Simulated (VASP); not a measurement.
Set up this calculation in VASP 6.6.1, as the native input.

| Property | Result |
| --- | --- |
| Task | single point |
| Functional | PBE |
| Potentials or basis | VASP PAW PBE potentials, release 64 (Al, Co) |
| Cutoff | 520 eV |
| k mesh | 6 × 6 × 6 |
| Occupations | gaussian, width 0.1 eV |
| Spin | collinear spin, ferromagnetic start |
| Starting moments | [0.0, 3.0] μB |
| Dipole correction | no |
| Further INCAR settings | ALGO = Normal; EDIFF = 1e-06; NBANDS = 17 |

The structure of AlCo lies in POSCAR:

```
AlCo
1.0
    0.0000000000      2.3958142018      2.3958142018
    2.3958142018      0.0000000000      2.3958142018
    2.3958142018      2.3958142018      0.0000000000
Al Co
1 1
Direct
    0.0000000000      0.0000000000      0.0000000000
    0.5000000000      0.5000000000      0.5000000000
```

The input as run:

INCAR

```
PREC = Accurate ; ENCUT = 520
EDIFF = 1E-6 ; ISMEAR = 0
SIGMA = 0.1 ; LREAL = F
LASPH = T ; NELM = 150
ALGO = Normal ; ISIF = 2
LWAVE = F ; LCHARG = F
ISPIN = 2 ; MAGMOM = 0 3
LORBIT = 11 ; LMAXMIX = 4
GGA = PE ; NBANDS = 17
```

KPOINTS

```
Automatic mesh
0
Gamma
  6 6 6
```

Potentials or basis: VASP PAW PBE potentials, release 64 (Al, Co).

Launch:

```bash
$ cat potpaw_PBE.64/Al/POTCAR potpaw_PBE.64/Co/POTCAR > POTCAR
$ mpirun -np 1 vasp_std > vasp.out
```

It gave:

| Property | Result |
| --- | --- |
| Pressure | -0.2 GPa |
| Net moment | 0.26 μB per cell |
| Site moments | Al -0.00; Co +0.26 μB |
| Valence electrons inside the program's atomic spheres | Al 0.84; Co 8.36 |

Caveat: the k points lie up to 0.38 Å⁻¹ apart.

Run time: 29 s on 1 thread of Intel Xeon 6975P-C, on a shared host, peak memory 0.17 GiB.
